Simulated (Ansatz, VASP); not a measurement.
## Ge in VASP and in Ansatz

The input INCAR:

```
PREC     = Accurate       # precision mode
ENCUT    = 520            # plane-wave cutoff, eV
EDIFF    = 1E-6           # SCF threshold, eV
ISMEAR   = -1             # smearing method
SIGMA    = 0.05           # smearing width, eV
LREAL    = False          # projectors in reciprocal space
LASPH    = True           # aspherical terms in the spheres
NELM     = 60             # most SCF steps
ALGO     = Normal         # electronic algorithm
ISIF     = 2              # what is computed and relaxed
LWAVE    = False          # write WAVECAR
LCHARG   = False          # write CHGCAR
GGA      = PS             # functional
NBANDS   = 21             # bands
```

KPOINTS

```
regular mesh
0
Gamma
  9 9 9
```

Contents of POSCAR:

```
Ge
1.0
   -2.5744897190      2.5744897190      1.3415161375
    2.5744897190     -2.5744897190      1.3415161375
    2.5744897190      2.5744897190     -1.3415161375
Ge
2
Direct
    0.5000000000      0.5000000000      0.0000000000
    0.2500000000      0.7500000000      0.5000000000
```

input.yaml

```yaml
crystal:
  lattice:
    - [-2.574489719, 2.574489719, 1.3415161375]
    - [2.574489719, -2.574489719, 1.3415161375]
    - [2.574489719, 2.574489719, -1.3415161375]
  atoms:
    - { symbol: Ge, position: [0.5, 0.5, 0.0] }
    - { symbol: Ge, position: [0.25, 0.75, 0.5] }
hamiltonian:
  xc: pbesol
  pseudopotentials: { kind: paw }
kpoints:
  mp_grid: { grid: [9, 9, 9] }
scf:
  occupations: { method: fermi_dirac, width: 0.05 }
output:
  forces: true
  stress: true
  eigenvalues: true
```

Alike in both runs: task single point; functional PBEsol; k mesh 9 × 9 × 9; occupations fermi-dirac, width 0.05 eV; no spin polarisation.

|  | VASP | Ansatz |
| --- | --- | --- |
| version | VASP 6.6.1 | Ansatz 0.2.0 |
| potentials or method | VASP PAW PBE potentials, release 64 (Ge_d) | Ansatz PAW |
| plane-wave cutoff (eV) | 520 | 420 |
| valence electrons in the cell | 28 | 28 |

Ansatz gave:

| Property | Result |
| --- | --- |
| gap on the k mesh at the Fermi level (eV) | none |
| pressure (GPa) | 2.6 |
| traceless stress, the component that is largest in VASP (GPa) | 2.28 |

Task: Which values does VASP return?

Result: gap on the k mesh at the Fermi level (eV): none; pressure (GPa): 2.5; traceless stress, the component that is largest in VASP (GPa): 2.30.

VASP's potentials were made for PBE, not for PBEsol. A gap of «none» marks a metal or a gap that the smearing closes.
